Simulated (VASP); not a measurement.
# ZrB2 (P6/mmm) in VASP: settings compared

ZrB2 is run at these levels: BLYP, PBEsol, revPBE; tasks: single point.

Everything below comes from runs of VASP 6.6.1. Logs are shortened: lines on timing, memory, paths and dates and some standing lists are left out, and cuts for length are marked.

## (1) The cell of the first run

Symmetry: P6/mmm, No. 191, hexagonal system. The conventional cell has a = 3.170 Å, b = 3.170 Å, c = 3.533 Å, α = 90.00°, β = 90.00°, γ = 120.00°. Zr (site symmetry 6/mmm) has 12 B at 2.54 Å and 6 Zr at 3.17 Å within 3.4 Å. Within 2.4 Å of B (site symmetry -6m2) lie 3 B at 1.83 Å.

## (2) Single point, BLYP

Contents of INCAR:

```
AGGAC    = 1.0          
AGGAX    = 1.0          
ALDAC    = 0.0          
ALDAX    = 1.0          
ALGO     = Normal         # electronic algorithm
EDIFF    = 1E-7           # SCF threshold, eV
ENCUT    = 520            # plane-wave cutoff, eV
GGA      = B5             # functional
ISIF     = 2              # what is computed and relaxed
ISMEAR   = -1             # smearing method
LASPH    = T              # aspherical terms in the spheres
LCHARG   = F              # write CHGCAR
LREAL    = F              # projectors in reciprocal space
LWAVE    = F              # write WAVECAR
NBANDS   = 16             # bands
NELM     = 100            # most SCF steps
PREC     = Accurate       # precision mode
SIGMA    = 0.05           # smearing width, eV
```

Contents of KPOINTS:

```
k-points
0
Gamma
  10 10 8
```

Contents of POSCAR:

```
ZrB2
1.0
    3.1700000000      0.0000000000      0.0000000000
   -1.5850000000      2.7453000000      0.0000000000
    0.0000000000      0.0000000000      3.5330000000
Zr B
1 2
Direct
    0.0000000000      0.0000000000      0.0000000000
    0.3333333333      0.6666666667      0.5000000000
    0.6666666667      0.3333333333      0.5000000000
```

Potentials or basis: VASP PAW PBE potentials, release 64 (Zr_sv, B).

The run is started by

```console
cat potpaw_PBE.64/Zr_sv/POTCAR potpaw_PBE.64/B/POTCAR > POTCAR
mpirun -np 1 vasp_std > vasp.out
```

OUTCAR:

```text
EDIFF = 1E-7
   ENCUT = 520
   GGA = B5
   ISIF = 2
   ISMEAR = -1
   LASPH = T
   LREAL = F
   NELM = 100
   PREC = Accurate

 ion  position               nearest neighbor table
   1  0.000  0.000  0.000-   2 2.54   2 2.54   3 2.54   3 2.54   2 2.54   3 2.54   2 2.54   3 2.54
                             3 2.54   3 2.54   2 2.54   2 2.54
   2  0.333  0.667  0.500-   3 1.83   3 1.83   3 1.83   1 2.54   1 2.54   1 2.54   1 2.54   1 2.54
                             1 2.54
   3  0.667  0.333  0.500-   2 1.83   2 1.83   2 1.83   1 2.54   1 2.54   1 2.54   1 2.54   1 2.54
                             1 2.54

  LATTYP: Found a hexagonal cell.
 ALAT       =     3.1700000000
 C/A-ratio  =     1.1145110410

  Lattice vectors:

 A1 = (   3.1700000000,   0.0000000000,   0.0000000000)
 A2 = (  -1.5850000000,   2.7453000000,   0.0000000000)
 A3 = (   0.0000000000,   0.0000000000,   3.5330000000)

Analysis of symmetry for initial positions (statically):
=====================================================================
 Subroutine PRICEL returns:
 Original cell was already a primitive cell.

 Routine SETGRP: Setting up the symmetry group for a
 hexagonal supercell.

 Subroutine GETGRP returns: Found 24 space group operations
 (whereof 24 operations were pure point group operations)
 out of a pool of 24 trial point group operations.

The static configuration has the point symmetry D_6h.

Analysis of symmetry for dynamics (positions and initial velocities):
=====================================================================
 Subroutine PRICEL returns:
 Original cell was already a primitive cell.

 Routine SETGRP: Setting up the symmetry group for a
 hexagonal supercell.

 Subroutine GETGRP returns: Found 24 space group operations
 (whereof 24 operations were pure point group operations)
 out of a pool of 24 trial point group operations.

The dynamic configuration has the point symmetry D_6h.

 Subroutine INISYM returns: Found 24 space group operations
 (whereof 24 operations are pure point group operations),
 and found     1 'primitive' translations

----------------------------------------------------------------------------------------

                                     Primitive cell

  volume of cell :      30.7463

  direct lattice vectors                    reciprocal lattice vectors
     3.170000000  0.000000000  0.000000000     0.315457413  0.182129458  0.000000000
[... 83 lines left out ...]
   LNONCOLLINEAR =      F non collinear calculations
   LSORBIT =      F    spin-orbit coupling
   LASPH  =      T    aspherical Exc in radial PAW
   ENCUT  =  520.0 eV  38.22 Ry    6.18 a.u.   5.89  5.89  6.57*2*pi/ulx,y,z
   NELM   =    100;   NELMIN=  2; NELMDL= -5     # of ELM steps
   EDIFF  = 0.1E-06   stopping-criterion for ELM
   LREAL  =      F    real-space projection
   EDIFFG = 0.1E-05   stopping-criterion for IOM
   NSW    =      0    number of steps for IOM
   IBRION =     -1    ionic relax: 0-MD 1-quasi-New 2-CG
   NFREE  =      0    steps in history (QN), initial steepest desc. (CG)
   ISIF   =      2    stress and relaxation
   ISYM   =      2    0-nonsym 1-usesym 2-fastsym
   POTIM  = 0.5000    time-step for ionic-motion
   TEBEG  =    0.0;   TEEND  =   0.0 temperature during run
   PSTRESS=    0.0 pullay stress
   NELECT =      18.0000    total number of electrons
   NUPDOWN=      -1.0000    fix difference up-down
   EMIN   =  10.00;   EMAX   =-10.00  energy-range for DOS
   EFERMI =   0.00;   METHOD = LEGACY
   ISMEAR =    -1;   SIGMA  =   0.05  broadening in eV -4-tet -1-fermi 0-gaus
   EFERMI_NEDOS =   21; number of points for ismear=-14 and -15
   IALGO  =     38    algorithm
   IMIX   =      4    mixing-type and parameters
     AMIX     =   0.40;   BMIX     =  1.00
     AMIX_MAG =   1.60;   BMIX_MAG =  1.00
  volume/ion in A,a.u.               =      10.25        69.16
  Fermi-wavevector in a.u.,A,eV,Ry     =   1.369519  2.588016 25.518850  1.875583
  Thomas-Fermi vector in A             =   2.495387
   LORBIT       =      0    0 simple, 1 ext, 2 COOP (PROOUT), +10 PAW based schemes
   GGA     = B5    functional components
   LHFCALC =     F    Hartree Fock is set to
   AEXX    =    0.0000 exact exchange contribution
   IVDW    =     0    specifies the selected vdW correction
   LEPSILON=     F    determine dielectric tensor
   LRPA    =     F    only Hartree local field effects (RPA)
 non-spin polarized calculation
  energy-cutoff  :      520.00
  volume of cell :       30.75
 maximum number of plane-waves:       844
 NGX is ok and might be reduce to    24
   NGX = 11   NGY = 11   NGZ = 13

 number of electron      18.0000000 magnetization

 Free energy of the ion-electron system (eV)
  ---------------------------------------------------
  ext. energy  EPLUGINS =         0.00000000
  ---------------------------------------------------
  free energy    TOTEN  =       -22.08907263 eV

  energy without entropy =      -22.08601258  energy(sigma->0) =      -22.08754260

 E-fermi :  10.9557     XC(G=0): -11.7939

 val. band max:       10.9273721062   @ k =   0.2000   0.2000   0.1250
 cond. band min:      11.0838661029   @ k =   0.1000   0.0000   0.5000
 fundamental gap:      0.1564939967
 Fermi energy:        10.9557290327

 k-point     1 :       0.0000    0.0000    0.0000
  band No.  band energies     occupation
      1     -37.6886      2.00000
      2     -15.9384      2.00000
      3     -15.4098      2.00000
      4     -15.4098      2.00000
      5      -1.5844      2.00000
      6       8.3559      2.00000
[... 433 lines left out ...]
      3     -15.8115      2.00000
      4     -15.6647      2.00000
      5       1.8261      2.00000
      6       3.0748      2.00000
[... 8 lines left out ...]
     15      19.2366      0.00000
     16      21.0018      0.00000

 [... further k-points ...]
[... 5 lines left out ...]
  --------------------------------------------------------------------------------------
  -------------------------------------------------------------------------------------
  Total        1.1404615      1.1404611      2.1718864      0.0000000      0.0000000      0.0000000
  in kB       59.4290104     59.4289875    113.1761680      0.0000000      0.0000000      0.0000000
  external PRESSURE =      77.3447220 kB  Pullay stress =       0.0000000 kB

 VOLUME and BASIS-vectors are now :
 -----------------------------------------------------------------------------
  energy-cutoff  :      520.00
  volume of cell :       30.75
      direct lattice vectors                 reciprocal lattice vectors
     3.170000000  0.000000000  0.000000000     0.315457413  0.182129458  0.000000000
    -1.585000000  2.745300000  0.000000000     0.000000000  0.364258915  0.000000000
     0.000000000  0.000000000  3.533000000     0.000000000  0.000000000  0.283045570

 POSITION                                       TOTAL-FORCE (eV/Angst)
 -----------------------------------------------------------------------------------
      0.00000      0.00000      0.00000        -0.000000      0.000000      0.000000
     -0.00000      1.83020      1.76650         0.000000      0.000000      0.000000
      1.58500      0.91510      1.76650         0.000000     -0.000000     -0.000000
 -----------------------------------------------------------------------------------
    total drift:                               -0.000000      0.000000      0.000000

  FREE ENERGIE OF THE ION-ELECTRON SYSTEM (eV)
  ---------------------------------------------------
  free  energy   TOTEN  =       -22.0890726252 eV

  energy  without entropy=      -22.0860125753  energy(sigma->0) =      -22.08754260
```

OSZICAR:

```text
N       E                     dE             d eps       ncg     rms          rms(c)
DAV:   1     0.105684352786E+03    0.10568E+03   -0.97629E+03  2248   0.112E+03
DAV:   2    -0.211084529878E+02   -0.12679E+03   -0.12184E+03  2912   0.290E+02
DAV:   3    -0.250842971070E+02   -0.39758E+01   -0.39576E+01  3448   0.446E+01
DAV:   4    -0.251491984974E+02   -0.64901E-01   -0.64890E-01  2736   0.503E+00
DAV:   5    -0.251502956685E+02   -0.10972E-02   -0.10972E-02  3328   0.502E-01    0.207E+01
DAV:   6    -0.221100138727E+02    0.30403E+01   -0.71902E+00  2832   0.171E+01    0.795E+00
DAV:   7    -0.220846290100E+02    0.25385E-01   -0.69470E-01  3112   0.507E+00    0.322E+00
DAV:   8    -0.220951424797E+02   -0.10513E-01   -0.10720E-01  2736   0.273E+00    0.399E-01
DAV:   9    -0.220891754182E+02    0.59671E-02   -0.22962E-02  2816   0.116E+00    0.174E-01
DAV:  10    -0.220890587271E+02    0.11669E-03   -0.10644E-03  2528   0.286E-01    0.493E-02
DAV:  11    -0.220890736286E+02   -0.14902E-04   -0.68640E-05  3096   0.802E-02    0.106E-02
DAV:  12    -0.220890727116E+02    0.91706E-06   -0.42265E-06  2712   0.156E-02    0.617E-03
DAV:  13    -0.220890726252E+02    0.86349E-07   -0.78731E-07  2712   0.793E-03
   1 F= -.22089073E+02 E0= -.22087543E+02  d E =-.306005E-02
```

It took 57 s on 1 thread of AMD EPYC 7R13 (Zen 3), shared host; peak memory 0.13 GiB.

What came out:

```yaml
Free_energy: -22.0891 eV
Pressure: 7.7 GPa
Band_gap_on_the_k_mesh: zero (band 9 reaches 11.62 eV, above the bottom of band 10 at 10.80 eV)
```

Caveat: the PAW data sets were made with another functional, which shifts forces and pressure a little.

## (3) Single point, PBEsol

Contents of INCAR:

```
PREC = Accurate
ENCUT = 520
EDIFF = 1E-6
ISMEAR = -1
SIGMA = 0.05
LREAL = F
LASPH = T
NELM = 60
ALGO = Normal
ISIF = 2
LWAVE = F
LCHARG = F
GGA = PS
NBANDS = 16
```

Contents of KPOINTS:

```
Automatic mesh
0
Gamma
  10 10 8
```

POSCAR is that of step 2.

Potentials or basis: VASP PAW PBE potentials, release 64 (Zr_sv, B).

The run is started by

```console
cat potpaw_PBE.64/Zr_sv/POTCAR potpaw_PBE.64/B/POTCAR > POTCAR
mpirun -np 1 vasp_std > vasp.out
```

Run time: 39 s. Hardware: 1 thread of AMD EPYC 7R13 (Zen 3), shared host; peak memory 0.13 GiB.

Results (log left out):

- Free energy: -26.3947 eV
- Pressure: -3.8 GPa
- Band gap on the k mesh: zero (band 9 reaches 10.99 eV, above the bottom of band 10 at 10.18 eV)

Stress tensor (GPa, compression positive):
```
-3.71  0.00  0.00
 0.00 -3.71  0.00
 0.00  0.00 -3.83
```

Levels at points of the mesh, in eV from the Fermi level:
| k point | band 7 | band 8 | band 9 | band 10 | band 11 | band 12 |
| --- | --- | --- | --- | --- | --- | --- |
| (0.00, 0.00, 0.00) | -2.52 | -2.52 | -2.22 | 3.49 | 3.49 | 4.30 |
| (0.50, 0.00, 0.00) | -3.80 | -2.93 | -2.61 | 2.36 | 2.39 | 5.04 |
| (0.00, 0.00, 0.50) | -0.83 | -0.83 | 0.41 | 0.41 | 0.86 | 0.86 |
| (0.50, 0.00, 0.50) | -4.50 | -4.04 | -1.88 | 3.83 | 4.19 | 5.42 |

Caveat: the PAW data sets were made with another functional, which shifts forces and pressure a little.

## (4) Single point, revPBE

Contents of INCAR:

```
SYSTEM = ZrB2
  PREC = Accurate
  ENCUT = 520
  EDIFF = 1E-6
  ISMEAR = -1
  SIGMA = 0.05
  LREAL = .False.
  LASPH = .True.
  NELM = 80
  ALGO = Normal
  ISIF = 2
  LWAVE = .False.
  LCHARG = .False.
  GGA = RE
  NBANDS = 16
```

Contents of KPOINTS:

```
regular mesh
0
Gamma
  10 10 8
  0 0 0
```

POSCAR is that of step 3.

Potentials or basis: VASP PAW PBE potentials, release 64 (Zr_sv, B).

The run is started by

```console
cat potpaw_PBE.64/Zr_sv/POTCAR potpaw_PBE.64/B/POTCAR > POTCAR
mpirun -np 1 vasp_std > vasp.out
```

OUTCAR:

```text
SYSTEM = ZrB2
   PREC = Accurate
   ENCUT = 520
   EDIFF = 1E-6
   ISMEAR = -1
   LREAL = .False.
   LASPH = .True.
   NELM = 80
   ISIF = 2
   GGA = RE

 ion  position               nearest neighbor table
   1  0.000  0.000  0.000-   2 2.54   2 2.54   3 2.54   3 2.54   2 2.54   3 2.54   2 2.54   3 2.54
                             3 2.54   3 2.54   2 2.54   2 2.54
   2  0.333  0.667  0.500-   3 1.83   3 1.83   3 1.83   1 2.54   1 2.54   1 2.54   1 2.54   1 2.54
                             1 2.54
   3  0.667  0.333  0.500-   2 1.83   2 1.83   2 1.83   1 2.54   1 2.54   1 2.54   1 2.54   1 2.54
                             1 2.54

  LATTYP: Found a hexagonal cell.
[... 654 lines left out ...]
  --------------------------------------------------------------------------------------
  -------------------------------------------------------------------------------------
  Total        0.6294664      0.6294662      0.8004643      0.0000000      0.0000000      0.0000000
  in kB       32.8012536     32.8012409     41.7118875      0.0000000      0.0000000      0.0000000
  external PRESSURE =      35.7714607 kB  Pullay stress =       0.0000000 kB

 VOLUME and BASIS-vectors are now :
 -----------------------------------------------------------------------------
  energy-cutoff  :      520.00
  volume of cell :       30.75
      direct lattice vectors                 reciprocal lattice vectors
     3.170000000  0.000000000  0.000000000     0.315457413  0.182129458  0.000000000
    -1.585000000  2.745300000  0.000000000     0.000000000  0.364258915  0.000000000
     0.000000000  0.000000000  3.533000000     0.000000000  0.000000000  0.283045570

 POSITION                                       TOTAL-FORCE (eV/Angst)
 -----------------------------------------------------------------------------------
      0.00000      0.00000      0.00000         0.000000      0.000000      0.000000
     -0.00000      1.83020      1.76650         0.000000      0.000000      0.000000
      1.58500      0.91510      1.76650        -0.000000     -0.000000      0.000000
 -----------------------------------------------------------------------------------
    total drift:                               -0.000000      0.000000      0.000000

  FREE ENERGIE OF THE ION-ELECTRON SYSTEM (eV)
  ---------------------------------------------------
  free  energy   TOTEN  =       -24.1124594662 eV

  energy  without entropy=      -24.1096099326  energy(sigma->0) =      -24.11103470
```

OSZICAR:

```text
N       E                     dE             d eps       ncg     rms          rms(c)
DAV:   1     0.103334240453E+03    0.10333E+03   -0.97357E+03  2248   0.112E+03
DAV:   2    -0.227200672698E+02   -0.12605E+03   -0.12112E+03  2888   0.290E+02
DAV:   3    -0.266324349706E+02   -0.39124E+01   -0.38938E+01  3512   0.443E+01
DAV:   4    -0.266945712696E+02   -0.62136E-01   -0.62127E-01  2616   0.495E+00
DAV:   5    -0.266958879980E+02   -0.13167E-02   -0.13167E-02  3448   0.515E-01    0.214E+01
DAV:   6    -0.241563604028E+02    0.25395E+01   -0.55641E+00  2896   0.158E+01    0.855E+00
DAV:   7    -0.241123412968E+02    0.44019E-01   -0.61499E-01  3088   0.496E+00    0.303E+00
DAV:   8    -0.241169977155E+02   -0.46564E-02   -0.98034E-02  2648   0.253E+00    0.411E-01
DAV:   9    -0.241127193545E+02    0.42784E-02   -0.20589E-02  2752   0.106E+00    0.218E-01
DAV:  10    -0.241124513367E+02    0.26802E-03   -0.16373E-03  2592   0.373E-01    0.337E-02
DAV:  11    -0.241124617121E+02   -0.10375E-04   -0.58624E-05  3008   0.737E-02    0.115E-02
DAV:  12    -0.241124593240E+02    0.23880E-05   -0.27959E-06  2496   0.139E-02    0.573E-03
DAV:  13    -0.241124594662E+02   -0.14216E-06   -0.27897E-07  1336   0.523E-03
   1 F= -.24112459E+02 E0= -.24111035E+02  d E =-.284953E-02
```

Run time: 40 s. Hardware: 1 thread of AMD EPYC 7R13 (Zen 3), shared host; peak memory 0.13 GiB.

Results:

```
Free energy            : -24.1125 eV
Pressure               : 3.6 GPa
Band gap on the k mesh : zero (band 9 reaches 11.17 eV, above the bottom of band 10 at 10.37 eV)
```

Levels at points of the mesh, in eV from the Fermi level:
| k point | band 6 | band 7 | band 8 | band 9 | band 10 | band 11 | band 12 | band 13 |
| --- | --- | --- | --- | --- | --- | --- | --- | --- |
| (0.00, 0.00, 0.00) | -2.54 | -2.54 | -2.50 | -2.27 | 3.48 | 3.48 | 4.27 | 4.27 |
| (0.50, 0.00, 0.00) | -8.47 | -3.81 | -2.97 | -2.60 | 2.32 | 2.39 | 5.00 | 5.08 |
| (0.00, 0.00, 0.50) | -6.88 | -0.87 | -0.87 | 0.41 | 0.41 | 0.86 | 0.86 | 1.93 |
| (0.50, 0.00, 0.50) | -6.94 | -4.52 | -4.05 | -1.93 | 3.83 | 4.14 | 5.37 | 6.31 |

Caveat: the PAW data sets were made with another functional, which shifts forces and pressure a little.

## (5) The runs side by side

| level | gap on the mesh (eV) | pressure (GPa) |
| --- | --- | --- |
| BLYP | none | 7.7 |
| PBEsol | none | -3.8 |
| revPBE | none | 3.6 |

Alike in all rows: task single point; potentials or basis VASP PAW PBE potentials, release 64 (Zr_sv, B); no spin polarisation; cell as given; k mesh 10 × 10 × 8; cutoff (eV) 520; smearing fermi-dirac 0.05 eV.

Every run on the cell as given and a fine mesh finds a metal. The pressure there spans -3.8 GPa (PBEsol) to 7.7 GPa (BLYP); a positive pressure means that this level wants a larger cell, a negative one a smaller.

Caveats: the PAW data sets were made with another functional, which shifts forces and pressure a little.

Absolute energies hang on the potentials; compare differences alone.
